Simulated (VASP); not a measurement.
# Ti (Im-3m) in VASP: further runs

Ti is run at these levels: LDA; tasks: single point.

Program: VASP 6.6.1. These are calculated values, not measurements. Logs are shortened: lines on timing, memory, paths and dates and some standing lists are left out, and cuts for length are marked.

## 1. The cell of the first run

The structure is cubic, space group Im-3m (No. 229). Conventional cell: a = 3.169 Å, b = 3.169 Å, c = 3.169 Å, α = 90.00°, β = 90.00°, γ = 90.00°. Ti (site symmetry m-3m) has 14 Ti at 2.74 to 3.17 Å within 3.6 Å.

## 2. Single point, LDA

Contents of INCAR:

```
SYSTEM = Ti
ALGO = Normal
EDIFF = 1E-7
ENCUT = 520
ISIF = 2
ISMEAR = -1
LASPH = .True.
LCHARG = .True.
LELF = .True.
LREAL = .False.
LVHAR = .True.
LWAVE = .False.
NBANDS = 12
NELM = 60
PREC = Accurate
SIGMA = 0.1
```

Contents of KPOINTS:

```
k-points
0
Gamma
  16 16 16
  0 0 0
```

Contents of POSCAR:

```
Ti
1.0
   -1.5843908646      1.5843908646      1.5843908646
    1.5843908646     -1.5843908646      1.5843908646
    1.5843908646      1.5843908646     -1.5843908646
Ti
1
Direct
    0.0000000000      0.0000000000      0.0000000000
```

Potentials or basis: VASP PAW LDA potentials, release 64 (Ti_sv).

Command:

```sh
> cat potpaw_LDA.64/Ti_sv/POTCAR > POTCAR
> mpirun -np 1 vasp_std > vasp.out
```

OUTCAR:

```text
SYSTEM = Ti
   EDIFF = 1E-7
   ENCUT = 520
   ISIF = 2
   ISMEAR = -1
   LASPH = .True.
   LREAL = .False.
   NELM = 60
   PREC = Accurate

 ion  position               nearest neighbor table
   1  0.000  0.000  0.000-

  LATTYP: Found a body centered cubic cell.
 ALAT       =     3.1687817292

  Lattice vectors:

 A1 = (  -1.5843908646,   1.5843908646,   1.5843908646)
 A2 = (   1.5843908646,  -1.5843908646,   1.5843908646)
 A3 = (   1.5843908646,   1.5843908646,  -1.5843908646)

Analysis of symmetry for initial positions (statically):
=====================================================================
 Subroutine PRICEL returns:
 Original cell was already a primitive cell.

 Routine SETGRP: Setting up the symmetry group for a
 body centered cubic supercell.

 Subroutine GETGRP returns: Found 48 space group operations
 (whereof 48 operations were pure point group operations)
 out of a pool of 48 trial point group operations.

The static configuration has the point symmetry O_h .

Analysis of symmetry for dynamics (positions and initial velocities):
=====================================================================
 Subroutine PRICEL returns:
 Original cell was already a primitive cell.

 Routine SETGRP: Setting up the symmetry group for a
 body centered cubic supercell.

 Subroutine GETGRP returns: Found 48 space group operations
 (whereof 48 operations were pure point group operations)
 out of a pool of 48 trial point group operations.

The dynamic configuration has the point symmetry O_h .

 Subroutine INISYM returns: Found 48 space group operations
 (whereof 48 operations are pure point group operations),
 and found     1 'primitive' translations

----------------------------------------------------------------------------------------

                                     Primitive cell

  volume of cell :      15.9092

  direct lattice vectors                    reciprocal lattice vectors
    -1.584390865  1.584390865  1.584390865     0.000000000  0.315578694  0.315578694
     1.584390865 -1.584390865  1.584390865     0.315578694  0.000000000  0.315578694
     1.584390865  1.584390865 -1.584390865     0.315578694  0.315578694  0.000000000

  length of vectors
     2.744245477  2.744245477  2.744245477     0.446295669  0.446295669  0.446295669

  position of ions in fractional coordinates (direct lattice)
     0.000000000  0.000000000  0.000000000

  ion indices of the primitive-cell ions
   primitive index   ion index
                 1           1

----------------------------------------------------------------------------------------

 KPOINTS: k-points

Automatic generation of k-mesh.
 Grid dimensions read from file:
 generate k-points for:   16   16   16

 Generating k-lattice:

  Cartesian coordinates                     Fractional coordinates (reciprocal lattice)
     0.000000000  0.019723668  0.019723668     0.062500000  0.000000000  0.000000000
     0.019723668  0.000000000  0.019723668     0.000000000  0.062500000  0.000000000
     0.019723668  0.019723668  0.000000000     0.000000000  0.000000000  0.062500000

  Length of vectors
     0.027893479  0.027893479  0.027893479

  Shift w.r.t. Gamma in fractional coordinates (k-lattice)
     0.000000000  0.000000000  0.000000000

 Subroutine IBZKPT returns following result:
 ===========================================

 Found    145 irreducible k-points:

 Following reciprocal coordinates:
            Coordinates               Weight
  0.000000  0.000000  0.000000      1.000000
  0.062500  0.000000  0.000000     12.000000
  0.125000  0.000000  0.000000     12.000000
  0.187500  0.000000  0.000000     12.000000
  0.250000  0.000000  0.000000     12.000000
  0.312500  0.000000  0.000000     12.000000
[... 16 lines left out ...]
  0.187500  0.187500  0.000000     24.000000
  0.250000  0.187500  0.000000     48.000000
 [... further k-points ...]
   k-points           NKPTS =    145   k-points in BZ     NKDIM =    145   number of bands    NBANDS=     12
   number of dos      NEDOS =    301   number of ions     NIONS =      1
   total plane-waves  NPLWV =   8000
   dimension x,y,z NGX =    20 NGY =   20 NGZ =   20
   dimension x,y,z NGXF=    40 NGYF=   40 NGZF=   40
   ions per type =               1
   NGX,Y,Z   is equivalent  to a cutoff of  12.12, 12.12, 12.12 a.u.
   NGXF,Y,Z  is equivalent  to a cutoff of  24.23, 24.23, 24.23 a.u.
 SYSTEM =  Ti
   PREC   = accura    normal or accurate (medium, high low for compatibility)
   ISTART =      0    job   : 0-new  1-cont  2-samecut
   ICHARG =      2    charge: 1-file 2-atom 10-const
   ISPIN  =      1    spin polarized calculation?
   LNONCOLLINEAR =      F non collinear calculations
   LSORBIT =      F    spin-orbit coupling
   LASPH  =      T    aspherical Exc in radial PAW
   ENCUT  =  520.0 eV  38.22 Ry    6.18 a.u.   5.10  5.10  5.10*2*pi/ulx,y,z
   NELM   =     60;   NELMIN=  2; NELMDL= -5     # of ELM steps
   EDIFF  = 0.1E-06   stopping-criterion for ELM
   LREAL  =      F    real-space projection
   EDIFFG = 0.1E-05   stopping-criterion for IOM
   NSW    =      0    number of steps for IOM
   IBRION =     -1    ionic relax: 0-MD 1-quasi-New 2-CG
   NFREE  =      0    steps in history (QN), initial steepest desc. (CG)
   ISIF   =      2    stress and relaxation
   ISYM   =      2    0-nonsym 1-usesym 2-fastsym
   POTIM  = 0.5000    time-step for ionic-motion
   TEBEG  =    0.0;   TEEND  =   0.0 temperature during run
   PSTRESS=    0.0 pullay stress
   NELECT =      12.0000    total number of electrons
   NUPDOWN=      -1.0000    fix difference up-down
   EMIN   =  10.00;   EMAX   =-10.00  energy-range for DOS
   EFERMI =   0.00;   METHOD = LEGACY
   ISMEAR =    -1;   SIGMA  =   0.10  broadening in eV -4-tet -1-fermi 0-gaus
   EFERMI_NEDOS =   21; number of points for ismear=-14 and -15
   IALGO  =     38    algorithm
   IMIX   =      4    mixing-type and parameters
     AMIX     =   0.40;   BMIX     =  1.00
     AMIX_MAG =   1.60;   BMIX_MAG =  1.00
  volume/ion in A,a.u.               =      15.91       107.36
  Fermi-wavevector in a.u.,A,eV,Ry     =   1.490229  2.816124 30.215567  2.220782
  Thomas-Fermi vector in A             =   2.603037
   LORBIT       =      0    0 simple, 1 ext, 2 COOP (PROOUT), +10 PAW based schemes
   GGA     = CA    functional components
   LHFCALC =     F    Hartree Fock is set to
   AEXX    =    0.0000 exact exchange contribution
   IVDW    =     0    specifies the selected vdW correction
   LEPSILON=     F    determine dielectric tensor
   LRPA    =     F    only Hartree local field effects (RPA)
 non-spin polarized calculation
  energy-cutoff  :      520.00
  volume of cell :       15.91
 maximum number of plane-waves:       448
   NGX = 11   NGY = 11   NGZ = 11

 number of electron      11.9999999 magnetization

 Free energy of the ion-electron system (eV)
  ---------------------------------------------------
  ext. energy  EPLUGINS =         0.00000000
  ---------------------------------------------------
  free energy    TOTEN  =        -8.49501504 eV

  energy without entropy =       -8.42773514  energy(sigma->0) =       -8.46137509

 E-fermi :   8.7855     XC(G=0): -12.2054

 val. band max:        8.7705249185   @ k =   0.2500   0.2500   0.0000
 cond. band min:       8.7891653208   @ k =  -0.4375   0.4375   0.1250
 fundamental gap:      0.0186404023
 Fermi energy:         8.7855246489

 k-point     1 :       0.0000    0.0000    0.0000
  band No.  band energies     occupation
      1     -46.8851      2.00000
      2     -22.9874      2.00000
      3     -22.9874      2.00000
      4     -22.9874      2.00000
      5       2.7457      2.00000
      6       9.8114      0.00007
      7       9.8114      0.00007
      8       9.8114      0.00007
      9      11.7884      0.00000
     10      11.7884      0.00000
     11      26.9092      0.00000
     12      26.9092      0.00000

 k-point     2 :       0.0625    0.0000    0.0000
  band No.  band energies     occupation
      1     -46.8777      2.00000
      2     -23.0242      2.00000
      3     -22.9985      2.00000
      4     -22.9877      2.00000
      5       2.8916      2.00000
      6       9.7419      0.00014
      7       9.7930      0.00008
      8       9.9216      0.00002
      9      11.7053      0.00000
     10      11.7923      0.00000
     11      26.7611      0.00000
     12      26.9138      0.00000

 k-point     3 :       0.1250    0.0000    0.0000
  band No.  band energies     occupation
      1     -46.8566      2.00000
      2     -23.1281      2.00000
      3     -23.0298      2.00000
      4     -22.9886      2.00000
      5       3.3142      2.00000
      6       9.5497      0.00096
      7       9.7074      0.00020
      8      10.2443      0.00000
      9      11.5313      0.00000
     10      11.8077      0.00000
     11      26.2288      0.00000
     12      26.7893      0.00000

 k-point     4 :       0.1875    0.0000    0.0000
  band No.  band energies     occupation
      1     -46.8249      2.00000
      2     -23.2813      2.00000
      3     -23.0765      2.00000
      4     -22.9898      2.00000
      5       3.9639      2.00000
      6       9.2763      0.01467
      7       9.5065      0.00148
      8      10.7550      0.00000
      9      11.4261      0.00000
     10      11.8429      0.00000
     11      25.1795      0.00000
     12      26.2658      0.00000

 k-point     5 :       0.2500    0.0000    0.0000
  band No.  band energies     occupation
      1     -46.7873      2.00000
      2     -23.4586      2.00000
      3     -23.1311      2.00000
      4     -22.9914      2.00000
      5       4.7423      2.00000
      6       8.9730      0.26593
      7       9.2576      0.01765
      8      11.4093      0.00000
      9      11.4645      0.00000
     10      11.9041      0.00000
     11      23.6737      0.00000
     12      25.3764      0.00000
[... 228 lines left out ...]
      1     -46.6877      2.00000
      2     -23.8336      2.00000
      3     -23.3040      2.00000
      4     -23.0416      2.00000
      5       6.4557      2.00000
      6       8.3309      1.97900
      7       9.4219      0.00344
      8      11.6936      0.00000
      9      12.3381      0.00000
     10      14.0121      0.00000
     11      19.0440      0.00000
     12      22.6009      0.00000

 k-point    22 :       0.4375    0.1250    0.0000
  band No.  band energies     occupation
      1     -46.6806      2.00000
      2     -23.8602      2.00000
      3     -23.3179      2.00000
      4     -23.0423      2.00000
      5       6.4771      2.00000
      6       8.2922      1.98570
      7       9.6206      0.00047
      8      11.7171      0.00000
      9      12.4079      0.00000
     10      14.2827      0.00000
     11      18.5000      0.00000
     12      22.4318      0.00000

 k-point    23 :       0.1875    0.1875    0.0000
  band No.  band energies     occupation
      1     -46.7406      2.00000
      2     -23.6123      2.00000
      3     -23.2019      2.00000
      4     -23.0528      2.00000
      5       5.8342      2.00000
      6       8.5859      1.76078
      7       8.8657      0.61937
      8      11.3084      0.00000
      9      12.1623      0.00000
     10      12.6272      0.00000
     11      22.9267      0.00000
     12      23.1110      0.00000

 k-point    24 :       0.2500    0.1875    0.0000
  band No.  band energies     occupation
      1     -46.7108      2.00000
      2     -23.7047      2.00000
      3     -23.2773      2.00000
      4     -23.0648      2.00000
      5       6.4771      2.00000
      6       8.3512      1.97436
      7       8.8087      0.88441
      8      11.4445      0.00000
      9      12.2356      0.00000
     10      13.4900      0.00000
     11      21.2970      0.00000
     12      22.2993      0.00000

 [... further k-points ...]

------------------------ aborting loop because EDIFF is reached ----------------------------------------

  FORCE on cell =-STRESS in cart. coord.  units (eV):
  Direction    XX          YY          ZZ          XY          YZ          ZX
  --------------------------------------------------------------------------------------
  -------------------------------------------------------------------------------------
  Total       -0.0163763     -0.0163763     -0.0163763      0.0000000      0.0000000      0.0000000
  in kB       -1.6492279     -1.6492279     -1.6492279      0.0000000      0.0000000      0.0000000
  external PRESSURE =      -1.6492279 kB  Pullay stress =       0.0000000 kB

 VOLUME and BASIS-vectors are now :
 -----------------------------------------------------------------------------
  energy-cutoff  :      520.00
  volume of cell :       15.91
      direct lattice vectors                 reciprocal lattice vectors
    -1.584390865  1.584390865  1.584390865     0.000000000  0.315578694  0.315578694
     1.584390865 -1.584390865  1.584390865     0.315578694  0.000000000  0.315578694
     1.584390865  1.584390865 -1.584390865     0.315578694  0.315578694  0.000000000

 POSITION                                       TOTAL-FORCE (eV/Angst)
 -----------------------------------------------------------------------------------
      0.00000      0.00000      0.00000        -0.000000      0.000000      0.000000
 -----------------------------------------------------------------------------------
    total drift:                                0.000000     -0.000000      0.000000

  FREE ENERGIE OF THE ION-ELECTRON SYSTEM (eV)
  ---------------------------------------------------
  free  energy   TOTEN  =        -8.4950150377 eV

  energy  without entropy=       -8.4277351396  energy(sigma->0) =       -8.46137509
```

Wall time 8.6 s (1 thread of Intel Xeon 6975P-C (Granite Rapids), shared host); peak memory 0.13 GiB.

Results:

| Item | Value |
| --- | --- |
| Free energy | -8.4950 eV |
| Pressure | -0.2 GPa |
| Band gap on the k mesh | zero (band 6 reaches 9.81 eV, above the bottom of band 7 at 8.08 eV) |

Levels at points of the mesh, in eV from the Fermi level:
```tsv
k point	band 3	band 4	band 5	band 6	band 7	band 8	band 9	band 10
(0.00, 0.00, 0.00)	-31.77	-31.77	-6.04	1.03	1.03	1.03	3.00	3.00
(0.50, 0.00, 0.00)	-32.06	-31.78	-2.67	-0.53	1.55	3.01	3.40	4.76
(0.50, 0.50, 0.50)	-32.40	-32.40	-2.41	-2.41	4.36	4.36	4.36	9.15
```

## 3. Single point, LDA (volume scaled by 1.04)

Contents of INCAR:

```
SYSTEM = Ti
ALGO = Normal ; EDIFF = 1E-7
ENCUT = 520 ; GGA = CA
ISIF = 2 ; ISMEAR = -1
LASPH = .True. ; LCHARG = .False.
LREAL = .False. ; LWAVE = .False.
NBANDS = 12 ; NELM = 80
PREC = Accurate ; SIGMA = 0.1
```

KPOINTS is that of step 2.

Contents of POSCAR:

```
Ti
1.0
   -1.6052405038      1.6052405038      1.6052405038
    1.6052405038     -1.6052405038      1.6052405038
    1.6052405038      1.6052405038     -1.6052405038
Ti
1
Direct
    0.0000000000      0.0000000000      0.0000000000
```

Potentials or basis: VASP PAW LDA potentials, release 64 (Ti_sv).

Command:

```sh
> cat potpaw_LDA.64/Ti_sv/POTCAR > POTCAR
> mpirun -np 1 vasp_std > vasp.out
```

Run time: 8.9 s. Hardware: 1 thread of Intel Xeon 6975P-C (Granite Rapids), shared host; peak memory 0.14 GiB.

The run converged. Its results:

```yaml
Free_energy: -8.4857 eV
Pressure: -4.5 GPa
Band_gap_on_the_k_mesh: zero (band 6 reaches 9.36 eV, above the bottom of band 7 at 7.69 eV)
```

Levels at points of the mesh, in eV from the Fermi level:
| k point | band 3 | band 4 | band 5 | band 6 | band 7 | band 8 | band 9 | band 10 |
| --- | --- | --- | --- | --- | --- | --- | --- | --- |
| (0.00, 0.00, 0.00) | -31.90 | -31.90 | -5.97 | 0.99 | 0.99 | 0.99 | 2.88 | 2.88 |
| (0.50, 0.00, 0.00) | -32.15 | -31.91 | -2.57 | -0.48 | 1.40 | 2.87 | 3.24 | 4.54 |
| (0.50, 0.50, 0.50) | -32.45 | -32.45 | -2.27 | -2.27 | 4.16 | 4.16 | 4.16 | 8.80 |
